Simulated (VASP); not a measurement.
Crystal: TlH2.

```
Tl H
1.0
     3.38682    0.00000    0.00000
     0.00000    3.38682    0.00000
     0.00000    0.00000    7.10768
Tl H
2 4
Direct
  0.50000 0.00000 0.28000
  0.00000 0.50000 0.72000
  0.00000 0.00000 0.00000
  0.50000 0.50000 0.00000
  0.50000 0.00000 0.64000
  0.00000 0.50000 0.36000
```

```yaml
Program: VASP 6.6.1
Task: relaxation of cell and atoms
Functional: PBE
Potentials_or_basis: VASP PAW PBE potentials, release 64 (Tl_d, H)
Cutoff: 600 eV
k_mesh: 6 × 6 × 4
Occupations: gaussian, width 0.1 eV
Spin: no spin polarisation
```

At the start: pressure -1.4 GPa; volume 13.59 Å³/atom.

**Question.** How do energy, volume and symmetry change on relaxing?

**Answer.** Over 31 steps the energy falls by 166.7 meV/atom and the volume is 13.69 Å³/atom (+0.7 %); space group P4/nmm (No. 129, to 0.1 Å) before and after.

The path:
| step | energy change (eV) | largest force (eV/Å) | pressure (GPa) | volume (Å³) |
| --- | --- | --- | --- | --- |
| 1 | 0.0000 | 0.7262 | -1.37 | 81.53 |
| 2 | -0.0863 | 0.6301 | -1.24 | 80.16 |
| 3 | -0.2909 | 0.3901 | -0.22 | 76.05 |
| 4 | -0.2175 | 1.2347 | 8.04 | 67.81 |
| 5 | -0.3864 | 0.2773 | 1.20 | 73.33 |
| 6 | -0.3962 | 0.2802 | 3.53 | 70.96 |
| 7 | -0.4029 | 0.2630 | 2.54 | 71.85 |
| 8 | -0.5046 | 0.3906 | 1.30 | 74.13 |
| 9 | -0.5783 | 0.6392 | 0.44 | 76.14 |
| 10 | -0.7635 | 1.0475 | -0.38 | 79.88 |
| 11 | -0.7671 | 0.7431 | 0.02 | 86.08 |
| 12 | -0.4819 | 2.1063 | 1.32 | 89.71 |
| 13 | -0.8031 | 0.1691 | -0.07 | 87.17 |
| 14 | -0.8032 | 0.1348 | -0.07 | 87.22 |
| 15 | -0.8032 | 0.1215 | -0.06 | 87.24 |
| 16 | -0.8115 | 0.2098 | -0.03 | 86.74 |
| 17 | -0.8623 | 0.4144 | -0.05 | 85.19 |
| 18 | -0.9601 | 0.3067 | -0.27 | 81.86 |
| 19 | -0.6558 | 0.5197 | 1.05 | 74.37 |
| 20 | -0.9678 | 0.2755 | -0.38 | 81.03 |
| 21 | -0.9706 | 0.2635 | -0.30 | 80.64 |
| 22 | -0.9713 | 0.2556 | -0.24 | 80.38 |
| 23 | -0.9741 | 0.2318 | -0.15 | 80.32 |
| 24 | -0.9799 | 0.1553 | 0.18 | 80.12 |
| 25 | -0.9796 | 0.1804 | 0.90 | 79.72 |
| 26 | -0.9818 | 0.1053 | 0.50 | 79.93 |
| 27 | -0.9854 | 0.0826 | 0.43 | 80.16 |
| 28 | -0.9934 | 0.0566 | 0.23 | 80.86 |
| 29 | -0.9988 | 0.1040 | -0.12 | 82.25 |
| 30 | -0.9988 | 0.0884 | -0.07 | 82.11 |
| 31 | -1.0002 | 0.0223 | -0.07 | 82.13 |

Final structure:
```
Tl H
1.0
     3.84813    0.00000    0.00000
     0.00000    3.84813    0.00000
     0.00000    0.00000    5.54616
Tl H
2 4
Cartesian
  1.9241 3.8481 1.2905
  0.0000 1.9241 4.2557
  3.8481 0.0000 0.0000
  1.9241 1.9241 0.0000
  1.9241 0.0000 3.2380
  0.0000 1.9241 2.3082
```

Caveat: a cell axis changed by over 15 % at a fixed basis, so the end point is rough.
